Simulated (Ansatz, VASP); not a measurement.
# Two plane-wave programs on GeSbTe3

```
Ge Sb Te
1.0
     6.43778    0.00000    0.00000
    -3.21889    5.57528    0.00000
     0.00000    0.00000    5.43820
Ge Sb Te
1 1 3
Cartesian
  0.0000 0.0000 2.7191
  0.0000 0.0000 0.0000
  3.2189 0.0000 0.0000
  -1.6094 2.7876 0.0000
  1.6094 2.7876 0.0000
```

Alike in both runs: functional PBE; k mesh 6 × 6 × 4; occupations gaussian, width 0.1 eV; no spin polarisation.

Ansatz relaxed the structure, and its values are those at the end. VASP's run is a single point on that final structure, the one shown.

|  | VASP | Ansatz |
| --- | --- | --- |
| version | VASP 6.6.1 | Ansatz 0.2.0 |
| potentials or method | VASP PAW PBE potentials, release 64 (Ge_d, Sb, Te), cutoff 520 eV | scalar-relativistic, plane waves, PAW |
| valence electrons in the cell | 37 | 77 |

```tsv
	VASP	Ansatz	Ansatz less VASP
gap on the k mesh at the Fermi level (eV)	none	none	-
pressure (GPa)	0.0	0.0	+0.04
```

A gap of «none» marks a metal or a gap that the smearing closes. VASP's potentials hold 37 valence electrons a cell and Ansatz's 77, so a difference there can come from the potentials and not from the codes.

Spin-orbit coupling is off throughout.
